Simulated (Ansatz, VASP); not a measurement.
## Two plane-wave programs on CdTe

```
CELL_PARAMETERS angstrom
0.00000 3.07590 3.07590
3.07590 0.00000 3.07590
3.07590 3.07590 0.00000
ATOMIC_POSITIONS crystal
Cd 0.00000 0.00000 0.00000
Te 0.25000 0.25000 0.25000
```

Change from the starting cell: volume scaled by 0.94, ions relaxed.

Alike in both runs: functional PBE; k mesh 12 × 12 × 12; occupations fermi-dirac, width 0.02 eV; no spin polarisation.

Ansatz relaxed the structure, and its values are those at the end. VASP's run is a single point on that final structure, the one shown.

|  | VASP | Ansatz |
| --- | --- | --- |
| version | VASP 6.6.1 | Ansatz 0.2.0 |
| potentials or method | VASP PAW PBE potentials, release 64 (Cd, Te) | plane-wave PAW, scalar-relativistic |
| plane-wave cutoff (eV) | 520 | 420 |
| valence electrons in the cell | 18 | 36 |

```tsv
	VASP	Ansatz	Ansatz less VASP
gap on the k mesh at the Fermi level (eV)	1.26	1.26	-0.008
pressure (GPa)	13.2	13.0	-0.25
```

VASP's potentials hold 18 valence electrons a cell and Ansatz's 36, so a difference there can come from the potentials and not from the codes. Ansatz's warnings: stress scf threshold loose.

Neither program's run includes spin-orbit coupling.
